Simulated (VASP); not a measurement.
TiB2: relaxation of cell and atoms with PBEsol

TiB2:

```xyz
3
Lattice="3.0292 0.0000 0.0000 -1.5146 2.6234 0.0000 0.0000 0.0000 3.2284" Properties=species:S:1:pos:R:3 pbc="T T T"
Ti    0.0000    0.0000    0.0000
B     1.5146    0.8745    1.6142
B     0.0000    1.7489    1.6142
```

- Program: VASP 6.6.1
- Task: relaxation of cell and atoms
- Functional: PBEsol
- Potentials or basis: VASP PAW PBE potentials, release 64 (Ti_sv, B)
- Cutoff: 600 eV
- k mesh: 10 × 10 × 8
- Occupations: fermi-dirac, width 0.05 eV
- Spin: no spin polarisation
- Target pressure: 20 GPa
- Dipole correction: no
- Further INCAR settings: ALGO = Normal; EDIFF = 1e-06; IBRION = 2; EDIFFG = -0.01; NSW = 60; ISIF = 3

```json
{
 "Relaxed volume": "7.84 Å³/atom",
 "Relaxed cell": "a = 2.959 Å, b = 2.959 Å, c = 3.102 Å, α = 90.00°, β = 90.00°, γ = 120.00°",
 "Space group after relaxing (to 0.1 Å)": "P6/mmm (No. 191)",
 "Energy change on relaxing (the run minimises the enthalpy)": "+29.3 meV/atom",
 "Ionic steps": "9",
 "Pressure after relaxing": "20.0 GPa",
 "Band gap on the k mesh": "zero (bands 9 and 10 overlap by 0.89 eV)"
}
```

Step by step:
| step | energy change (eV) | largest force (eV/Å) | pressure (GPa) | volume (Å³) |
| --- | --- | --- | --- | --- |
| 1 | 0.0000 | 0.0000 | -4.73 | 25.66 |
| 2 | 0.7317 | 0.0000 | 66.68 | 21.06 |
| 3 | 0.0821 | 0.0000 | 19.48 | 23.61 |
| 4 | 0.0871 | 0.0000 | 19.95 | 23.57 |
| 5 | 0.0922 | 0.0000 | 20.53 | 23.53 |
| 6 | 0.0921 | 0.0000 | 20.48 | 23.49 |
| 7 | 0.0921 | 0.0000 | 20.49 | 23.49 |
| 8 | 0.0830 | 0.0000 | 19.48 | 23.57 |
| 9 | 0.0879 | 0.0000 | 19.99 | 23.53 |

Final structure:
```xyz
3
Lattice="2.9593 0.0000 0.0000 -1.4797 2.5628 0.0000 0.0000 0.0000 3.1022" Properties=species:S:1:pos:R:3 pbc="T T T"
Ti    0.0000    0.0000    0.0000
B     1.4797    0.8543    1.5511
B     0.0000    1.7086    1.5511
```

Levels at points of the mesh, in eV from the Fermi level:
| k point | band 6 | band 7 | band 8 | band 9 | band 10 | band 11 | band 12 | band 13 |
| --- | --- | --- | --- | --- | --- | --- | --- | --- |
| (0.00, 0.00, 0.00) | -2.81 | -2.81 | -2.24 | -2.03 | 2.26 | 2.26 | 4.31 | 4.31 |
| (0.50, 0.00, 0.00) | -9.24 | -3.31 | -3.27 | -2.45 | 1.64 | 3.14 | 3.72 | 3.83 |
| (0.00, 0.00, 0.50) | -7.86 | -0.49 | -0.49 | -0.22 | -0.22 | 0.56 | 0.56 | 2.17 |
| (0.50, 0.00, 0.50) | -7.54 | -4.93 | -4.07 | -3.07 | 3.04 | 3.38 | 5.35 | 5.37 |

Wall time 3.5 min on 1 thread of Intel Xeon 8259CL (shared host), peak memory 0.18 GiB.

Caveat: the cell is relaxed towards a set pressure, so the run minimises the enthalpy, not the energy; the PAW data sets were made with another functional, which shifts forces and pressure a little.
